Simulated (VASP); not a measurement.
A run of VASP 6.6.1 is set up as follows.

File INCAR:

```
SYSTEM = Pt
ALGO = Fast ; EDIFF = 1E-7
ENCUT = 520 ; ISIF = 2
ISMEAR = 0 ; LASPH = .TRUE.
LCHARG = .FALSE. ; LREAL = .FALSE.
LWAVE = .FALSE. ; NBANDS = 17
NELM = 60 ; PREC = Accurate
SIGMA = 0.15
```

KPOINTS

```
k-points
0
G
  18 18 10
  0 0 0
```

File POSCAR:

```
Pt
1.0
    2.7306720819      0.0000000000      0.0000000000
   -1.3653360409      2.3648313923      0.0000000000
    0.0000000000      0.0000000000      4.7162198951
Pt
2
Direct
    0.6666666667      0.3333333333      0.7500000000
    0.3333333333      0.6666666667      0.2500000000
```

Potentials or basis: VASP PAW LDA potentials, release 64 (Pt).

Command:

```console
$ cat potpaw_LDA.64/Pt/POTCAR > POTCAR
$ mpirun -np 1 vasp_std > vasp.out
```

Q: Predict the band gap on the k mesh.

A: Zero (band 10 reaches 11.44 eV, above the bottom of band 11 at 10.09 eV).

Q: Predict the pressure.

A: -6.2 GPa.

Caveat: spin-orbit coupling is left out, which moves the levels of the heavy elements.
